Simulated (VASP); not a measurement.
# InB2As3 (P-3m1) in VASP: notebook, part 3 of 3

VASP 6.6.1. The steps go on from the part before.

## (5) Relaxation of cell and atoms, PBE

File INCAR:

```
PREC     = Accurate       # precision mode
ENCUT    = 600            # plane-wave cutoff, eV
EDIFF    = 1E-6           # SCF threshold, eV
ISMEAR   = 0              # smearing method
SIGMA    = 0.1            # smearing width, eV
LREAL    = F              # projectors in reciprocal space
LASPH    = T              # aspherical terms in the spheres
NELM     = 100            # most SCF steps
ALGO     = Normal         # electronic algorithm
ISIF     = 3              # what is computed and relaxed
LWAVE    = F              # write WAVECAR
LCHARG   = F              # write CHGCAR
GGA      = PE             # functional
IBRION   = 2              # ionic algorithm
NSW      = 100            # ionic steps
EDIFFG   = -0.01          # ionic threshold
```

File KPOINTS:

```
Automatic mesh
0
Gamma
  12 12 4
```

File POSCAR:

```
InB2As3
1.0
    3.3415497039      0.0000000000      0.0000000000
   -1.6707748519      2.8938669316      0.0000000000
    0.0000000000      0.0000000000     11.8338999179
In B As
1 2 3
Direct
    0.0000000000      0.0000000000      0.5000000000
    0.3333333333      0.6666666667      0.2755450567
    0.6666666667      0.3333333333      0.7244549433
    0.0000000000      0.0000000000      0.0000000000
    0.0000000000      0.0000000000      0.7682171881
    0.0000000000      0.0000000000      0.2317828119
```

Potentials or basis: VASP PAW PBE potentials, release 64 (In_d, B, As).

The run is started by

```
$ cat potpaw_PBE.64/In_d/POTCAR potpaw_PBE.64/B/POTCAR potpaw_PBE.64/As/POTCAR > POTCAR
$ mpirun -np 1 vasp_std > vasp.out
```

OUTCAR:

```text
PREC = Accurate
   ENCUT = 600
   EDIFF = 1E-6
   ISMEAR = 0
   LREAL = F
   LASPH = T
   NELM = 100
   ISIF = 3
   GGA = PE
   IBRION = 2
   NSW = 100
   EDIFFG = -0.01

 ion  position               nearest neighbor table
   1  0.000  0.000  0.500-   5 3.17   6 3.17
   2  0.333  0.667  0.276-   6 2.00   6 2.00   6 2.00
   3  0.667  0.333  0.724-   5 2.00   5 2.00   5 2.00
   4  0.000  0.000  0.000-   5 2.74   6 2.74
   5  0.000  0.000  0.768-   3 2.00   3 2.00   3 2.00   4 2.74   1 3.17
   6  0.000  0.000  0.232-   2 2.00   2 2.00   2 2.00   4 2.74   1 3.17

  LATTYP: Found a hexagonal cell.
 ALAT       =     3.3415497039
 C/A-ratio  =     3.5414406388

  Lattice vectors:

 A1 = (   3.3415497039,   0.0000000000,   0.0000000000)
 A2 = (  -1.6707748519,   2.8938669316,   0.0000000000)
 A3 = (   0.0000000000,   0.0000000000,  11.8338999179)

Analysis of symmetry for initial positions (statically):
=====================================================================
 Subroutine PRICEL returns:
 Original cell was already a primitive cell.

 Routine SETGRP: Setting up the symmetry group for a
 hexagonal supercell.

 Subroutine GETGRP returns: Found 12 space group operations
 (whereof 12 operations were pure point group operations)
 out of a pool of 24 trial point group operations.

The static configuration has the point symmetry D_3d.

Analysis of symmetry for dynamics (positions and initial velocities):
=====================================================================
 Subroutine PRICEL returns:
 Original cell was already a primitive cell.

 Routine SETGRP: Setting up the symmetry group for a
 hexagonal supercell.

 Subroutine GETGRP returns: Found 12 space group operations
 (whereof 12 operations were pure point group operations)
 out of a pool of 24 trial point group operations.
[... 150 lines left out ...]

 number of electron      34.0000000 magnetization

 Free energy of the ion-electron system (eV)
  ---------------------------------------------------
  ext. energy  EPLUGINS =         0.00000000
  ---------------------------------------------------
  free energy    TOTEN  =       -27.40970159 eV

  energy without entropy =      -27.39441313  energy(sigma->0) =      -27.40205736

------------------------ aborting loop because EDIFF is reached ----------------------------------------

  FORCE on cell =-STRESS in cart. coord.  units (eV):
  Direction    XX          YY          ZZ          XY          YZ          ZX
  --------------------------------------------------------------------------------------
  -------------------------------------------------------------------------------------
  Total        0.2282894      0.2282894      0.3245458      0.0000000      0.0000000     -0.0000000
  in kB        3.1962588      3.1962588      4.5439354      0.0000000      0.0000000     -0.0000000
  external PRESSURE =       3.6454843 kB  Pullay stress =       0.0000000 kB
[... 101 lines left out ...]
  FREE ENERGIE OF THE ION-ELECTRON SYSTEM (eV)
  ---------------------------------------------------
  free  energy   TOTEN  =       -27.4107602956 eV

  energy  without entropy=      -27.3952182263  energy(sigma->0) =      -27.40298926

[... ionic steps 4 to 10 ...]

--------------------------------------- Ionic step       11  -------------------------------------------

 number of electron      34.0000000 magnetization

------------------------ aborting loop because EDIFF is reached ----------------------------------------
[... 75 lines left out ...]
--------------------------------------- Ionic step       13  -------------------------------------------

 number of electron      34.0000000 magnetization

 Free energy of the ion-electron system (eV)
  ---------------------------------------------------
  ext. energy  EPLUGINS =         0.00000000
  ---------------------------------------------------
  free energy    TOTEN  =       -27.41166704 eV

  energy without entropy =      -27.39668242  energy(sigma->0) =      -27.40417473

 E-fermi :   5.0462     XC(G=0):  -9.8952

 val. band max:        5.0376293455   @ k =   0.4167   0.0000   0.0000
 cond. band min:       5.0503838219   @ k =   0.4167   0.1667   0.2500
 fundamental gap:      0.0127544763
 Fermi energy:         5.0461778808

 k-point     1 :       0.0000    0.0000    0.0000
  band No.  band energies     occupation
      1      -9.6020      2.00000
      2      -9.2883      2.00000
      3      -9.2699      2.00000
      4      -9.2699      2.00000
      5      -9.1951      2.00000
      6      -9.1069      2.00000
[... 565 lines left out ...]
     20       8.3870      0.00000
     21       8.6017      0.00000

 [... further k-points ...]

------------------------ aborting loop because EDIFF is reached ----------------------------------------

  FORCE on cell =-STRESS in cart. coord.  units (eV):
  Direction    XX          YY          ZZ          XY          YZ          ZX
  --------------------------------------------------------------------------------------
  -------------------------------------------------------------------------------------
  Total        0.0232925      0.0232925      0.0136513      0.0000000     -0.0000000     -0.0000000
  in kB        0.3259206      0.3259206      0.1910159      0.0000000     -0.0000000     -0.0000000
  external PRESSURE =       0.2809523 kB  Pullay stress =       0.0000000 kB
[... 21 lines left out ...]
  FREE ENERGIE OF THE ION-ELECTRON SYSTEM (eV)
  ---------------------------------------------------
  free  energy   TOTEN  =       -27.4116670395 eV

  energy  without entropy=      -27.3966824224  energy(sigma->0) =      -27.40417473

 reached required accuracy - stopping structural energy minimisation
```

Run time: 34 min. Hardware: 1 thread of Intel Xeon 8259CL, shared host; peak memory 0.43 GiB.

What came out:

```yaml
Free_energy: -27.4117 eV
Relaxed_volume: 19.08 Å³/atom
Relaxed_cell: a = 3.342 Å, b = 3.342 Å, c = 11.836 Å, α = 90.00°, β = 90.00°, γ = 120.00°
Space_group_after_relaxing_to_0.1_Å: P-3m1 (No. 164)
Energy_gained_by_relaxing: 0.3 meV/atom
Ionic_steps: 13
Pressure_after_relaxing: 0.0 GPa
Band_gap_on_the_k_mesh: zero (bands 17 and 18 overlap by 4.01 eV)
```

Step by step:
```
step  energy change (eV)  largest force (eV/Å)  pressure (GPa)  volume (Å³)
   1              0.0000                0.0786            0.36       114.43
   2             -0.0010                0.0298           -0.16       115.15
   3             -0.0011                0.0362           -0.10       115.06
   4             -0.0013                0.0248           -0.03       115.00
   5             -0.0014                0.0197           -0.01       114.98
   6             -0.0015                0.0176           -0.01       114.95
   7             -0.0016                0.0175           -0.03       114.85
   8             -0.0018                0.0298           -0.05       114.67
   9             -0.0018                0.0257           -0.01       114.60
  10             -0.0019                0.0176            0.06       114.47
  11             -0.0019                0.0157            0.09       114.44
  12             -0.0019                0.0102            0.07       114.46
  13             -0.0020                0.0016            0.03       114.50
```

Final structure:
```xyz
6
Lattice="3.3423 0.0000 0.0000 -1.6712 2.8945 0.0000 0.0000 0.0000 11.8357" Properties=species:S:1:pos:R:3 pbc="T T T"
In    0.0000    0.0000    5.9178
B     0.0000    1.9297    3.2901
B     1.6712    0.9648    8.5456
As   -1.6712    2.8945    0.0000
As    0.0000    0.0000    9.0848
As    1.6712    2.8945    2.7509
```

Levels at points of the mesh, in eV from the Fermi level:
```csv
k point,band 15,band 16,band 17,band 18,band 19,band 20
"(0.00, 0.00, 0.00)",-1.23,-1.23,2.97,2.97,3.37,3.66
"(0.50, 0.00, 0.00)",-3.39,-2.17,-0.54,0.18,1.00,1.38
"(0.00, 0.00, 0.50)",-1.24,0.19,1.47,2.97,2.97,3.68
"(0.50, 0.00, 0.50)",-2.66,-2.05,-1.68,0.07,1.39,1.48
```

Caveat: spin-orbit coupling is left out, which moves the levels of the heavy elements.

## (6) The runs side by side

| task | cell | k mesh | cutoff (eV) | gap on the mesh (eV) | pressure (GPa) | largest force (eV/Å) |
| --- | --- | --- | --- | --- | --- | --- |
| single point | a = 3.342, b = 3.342, c = 11.834 Å, angles 90.0, 90.0, 120.0°, 6 atoms, atomic positions A | 6 × 6 × 4 | 520 | none | 0.3 | 0.04 |
| single point | a = 4.297, b = 4.297, c = 7.242 Å, angles 90.0, 90.0, 120.0°, 6 atoms, atomic positions B | 6 × 6 × 4 | 520 | none | 91.6 | 35.62 |
| single point | a = 3.338, b = 3.338, c = 11.851 Å, angles 90.0, 90.0, 120.0°, 6 atoms, atomic positions C | 12 × 12 × 4 | 520 | none | 0.3 | 0.03 |
| relaxation of cell and atoms | relaxed from a = 3.342, b = 3.342, c = 11.834 Å, angles 90.0, 90.0, 120.0°, 6 atoms, atomic positions A | 12 × 12 × 4 | 600 | none | 0.0 | - |

Alike in all rows: level PBE; potentials or basis VASP PAW PBE potentials, release 64 (In_d, B, As); no spin polarisation; smearing gaussian 0.1 eV.

Caveats: some runs use coarse meshes; spin-orbit coupling is left out, which moves the levels of the heavy elements; atoms lie so close that the PAW spheres overlap strongly, which falsifies energies and pressures (at least some runs); the stress differs along the axes, from -0 to 275 GPa (at least some runs); forces of over 1 eV/Å act on the atoms, so gaps and moduli don't describe the material at rest (at least some runs).

Absolute energies hang on the potentials; compare differences alone.

The gap in the log of VASP goes by the Fermi energy; the results here count the filled bands.